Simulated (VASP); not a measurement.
Here is a VASP 6.6.1 calculation.

File INCAR:

```
SYSTEM = LiH
PREC = Accurate
ENCUT = 520
EDIFF = 1E-6
ISMEAR = 0
SIGMA = 0.05
LREAL = .False.
LASPH = .True.
NELM = 100
ALGO = Normal
ISIF = 2
LWAVE = .False.
LCHARG = .True.
GGA = PE
LELF = .True.
LVHAR = .True.
NBANDS = 9
```

Contents of KPOINTS:

```
Automatic mesh
0
Gamma
  10 10 10
  0 0 0
```

POSCAR

```
LiH
1.0
    0.0000000000      1.8699000000      2.1951000000
    1.8699000000      0.0000000000      2.1951000000
    1.8699000000      1.8699000000      0.0000000000
Li H
1 1
Direct
    0.0000000000      0.0000000000      0.0000000000
    0.5000000000      0.5000000000      0.5000000000
```

Potentials or basis: VASP PAW PBE potentials, release 64 (Li_sv, H).

Command:

```sh
$ cat potpaw_PBE.64/Li_sv/POTCAR potpaw_PBE.64/H/POTCAR > POTCAR
$ mpirun -np 1 vasp_std > vasp.out
```

Task: Predict the band gap on the k mesh.

Result: 1.23 eV (least direct gap 2.55 eV).

Caveat: the cell differs from its parent crystal (strain -0.080 along x and y, +0.080 along z). A k mesh can miss the band edges.
